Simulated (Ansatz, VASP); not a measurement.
## Nb: VASP beside Ansatz

Contents of INCAR:

```
SYSTEM = Nb
ALGO = Normal
EDIFF = 1E-6
ENCUT = 520
GGA = PE
ISIF = 2
ISMEAR = -1
LASPH = .TRUE.
LCHARG = .TRUE.
LELF = .TRUE.
LREAL = .FALSE.
LVHAR = .TRUE.
LWAVE = .FALSE.
NBANDS = 12
NELM = 80
PREC = Accurate
SIGMA = 0.05
```

File KPOINTS:

```
k-points
0
G
  15 15 14
  0 0 0
```

File POSCAR:

```
Nb
1.0
    2.4853604393      0.0000000000      0.0000000000
   -1.2426802197      2.1523852780      0.0000000000
    0.0000000000      0.0000000000      2.3526249541
Nb
1
Direct
    0.0000000000      0.0000000000      0.0000000000
```

Input for Ansatz:

```yaml
crystal:
  lattice:
    - [2.4853604393, 0.0, 0.0]
    - [-1.2426802197, 2.152385278, 0.0]
    - [0.0, 0.0, 2.3526249541]
  atoms:
    - { symbol: Nb, position: [0.0, 0.0, 0.0] }
kpoints:
  mp_grid: { grid: [15, 15, 14] }
scf:
  occupations: { method: fermi_dirac, width: 0.05 }
hamiltonian:
  xc: pbe
  pseudopotentials: { kind: all_electron, lapw: { basis_error: 0.001 } }
output:
  forces: true
  stress: true
  eigenvalues: true
  populations: true
```

Change from the starting cell: volume scaled by 0.65, LAPW.

Alike in both runs: task single point; functional PBE; k mesh 15 × 15 × 14; occupations fermi-dirac, width 0.05 eV; no spin polarisation.

|  | VASP | Ansatz |
| --- | --- | --- |
| version | VASP 6.6.1 | Ansatz 0.2.0 |
| potentials or method | VASP PAW PBE potentials, release 64 (Nb_sv), cutoff 520 eV | all-electron LAPW, scalar-relativistic |

VASP gave:

- pressure (GPa): 141.4
- traceless stress, the component that is largest in VASP (GPa): -0.05

**Question.** Which values does Ansatz return?

**Answer.** Pressure (GPa): 141.4; traceless stress, the component that is largest in VASP (GPa): 0.02.

Both programs put the cell under a high pressure, so it lies far from rest at this level. Ansatz ran all-electron here, and VASP with PAW potentials.

Noted on VASP's run: the cell as given lies far from equilibrium.
